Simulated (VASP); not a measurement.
Write the native input for VASP 6.6.1 that does the following.

* Task: single point
* Functional: PBE
* Potentials or basis: VASP PAW PBE potentials, release 64 (Ba_sv, Sb, H)
* Cutoff: 520 eV
* k mesh: 4 × 4 × 4
* Occupations: gaussian, width 0.1 eV
* Spin: no spin polarisation
* Dipole correction: no
* Further INCAR settings: ALGO = Normal; EDIFF = 1e-07; NBANDS = 19

The structure of BaSbH5 lies in POSCAR:

```
BaSbH5
1.0
    3.7628123400      0.0000000000      0.0000000000
    0.0000000000      3.7628123400      0.0000000000
    0.0000000000      0.0000000000      6.6333583900
Ba Sb H
1 1 5
Direct
    0.5000000000      0.5000000000      0.0000000000
    0.0000000000      0.0000000000      0.5000000000
    0.0000000000      0.5000000000      0.2857522100
    0.0000000000      0.5000000000      0.7142477900
    0.5000000000      0.0000000000      0.2857522100
    0.5000000000      0.0000000000      0.7142477900
    0.0000000000      0.0000000000      0.0000000000
```

The input as run:

INCAR

```
SYSTEM = BaSbH5
  PREC = Accurate
  ENCUT = 520
  EDIFF = 1E-7
  ISMEAR = 0
  SIGMA = 0.1
  LREAL = .False.
  LASPH = .True.
  NELM = 80
  ALGO = Normal
  ISIF = 2
  LWAVE = .False.
  LCHARG = .False.
  GGA = PE
  NBANDS = 19
```

KPOINTS

```
Automatic mesh
0
Gamma
  4 4 4
  0 0 0
```

Potentials or basis: VASP PAW PBE potentials, release 64 (Ba_sv, Sb, H).

Run with:

```sh
$ cat potpaw_PBE.64/Ba_sv/POTCAR potpaw_PBE.64/Sb/POTCAR potpaw_PBE.64/H/POTCAR > POTCAR
$ mpirun -np 1 vasp_std > vasp.out
```

It gave:

| Quantity | Value |
| --- | --- |
| Pressure | -2.0 GPa |
| Largest force | 0.737 eV/Å |
| Band gap on the k mesh | zero (band 10 reaches 3.22 eV, above the bottom of band 11 at 2.12 eV) |

Caveat: the k points lie up to 0.42 Å⁻¹ apart; spin-orbit coupling is left out, which moves the levels of the heavy elements.

Run time: 17 s on 1 thread of Intel(R) Xeon(R) 6975P-C (Granite Rapids), with other jobs on the host, peak memory 0.2 GiB.
